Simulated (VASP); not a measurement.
Set up this calculation in VASP 6.6.1, as the native input.

```
Task                   : electric field gradients
Functional             : PBE
Potentials or basis    : VASP PAW PBE potentials, release 64 (B, N)
Cutoff                 : 520 eV
k mesh                 : 11 × 11 × 4
Occupations            : fermi-dirac, width 0.02 eV
Spin                   : no spin polarisation
Dipole correction      : no
Further INCAR settings : ALGO = Normal; EDIFF = 1e-08; NBANDS = 16
```

The structure of BN lies in POSCAR:

```
BN
1.0
    2.5039917043      0.0000000000      0.0000000000
   -1.2519958522      2.1685204268      0.0000000000
    0.0000000000      0.0000000000      6.6612000000
B N
2 2
Direct
    0.3333333333      0.6666666667      0.2500000000
    0.6666666667      0.3333333333      0.7500000000
    0.3333333333      0.6666666667      0.7500000000
    0.6666666667      0.3333333333      0.2500000000
```

One way to write it, as run:

INCAR

```
SYSTEM = BN
ALGO = Normal
EDIFF = 1E-8
ENCUT = 520
GGA = PE
ISIF = 2
ISMEAR = -1
LASPH = .True.
LCHARG = .False.
LEFG = .True.
LREAL = .False.
LWAVE = .False.
NBANDS = 16
NELM = 100
PREC = Accurate
SIGMA = 0.02
```

KPOINTS

```
k-points
0
Gamma
  11 11 4
  0 0 0
```

Potentials or basis: VASP PAW PBE potentials, release 64 (B, N).

Run with:

```sh
$ cat potpaw_PBE.64/B/POTCAR potpaw_PBE.64/N/POTCAR > POTCAR
$ mpirun -np 1 vasp_std > vasp.out
```

It gave:

```
Pressure               : 3.4 GPa
Band gap on the k mesh : 4.33 eV, indirect (least direct gap 4.67 eV)
```

Caveat: without QUAD_EFG the Cq values of the log hold for a quadrupole moment of 1 mb, not for the nuclei; this functional lacks dispersion, which binds the layers, so the pressure and a relaxed spacing across them are unreliable.

Run time: 12 s on 1 thread of Intel(R) Xeon(R) 6975P-C (Granite Rapids), with other jobs on the host, peak memory 0.15 GiB.
